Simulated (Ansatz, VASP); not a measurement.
**Pt: VASP beside Ansatz**

```
Pt
1.0
     0.00000    1.86108    2.00801
     1.86108    0.00000    2.00801
     1.86108    1.86108    0.00000
Pt
1
Direct
  0.00000 0.00000 0.00000
```

Change from the starting cell: strain -0.050 along x and y, +0.025 along z, atoms carried along.

Alike in both runs: task single point; functional PBEsol; k mesh 26 × 26 × 26; occupations gaussian, width 0.15 eV; no spin polarisation.

|  | VASP | Ansatz |
| --- | --- | --- |
| version | VASP 6.6.1 | Ansatz 0.2.0 |
| potentials or method | VASP PAW PBE potentials, release 64 (Pt), cutoff 520 eV | scalar-relativistic, plane waves, PAW |
| valence electrons in the cell | 10 | 18 |

VASP gave:

- gap on the k mesh at the Fermi level (eV): none
- pressure (GPa): 28.3
- traceless stress, the component that is largest in VASP (GPa): -9.12

**Question.** Which values does Ansatz return?

**Answer.** gap on the k mesh at the Fermi level (eV): none; pressure (GPa): 28.6; traceless stress, the component that is largest in VASP (GPa): -9.14.

VASP's potentials were made for PBE, not for PBEsol. A gap of «none» marks a metal or a gap that the smearing closes. Both programs put the cell under a high pressure, so it lies far from rest at this level. VASP's potentials hold 10 valence electrons a cell and Ansatz's 18, so a difference there can come from the potentials and not from the codes.

Neither program's run includes spin-orbit coupling.
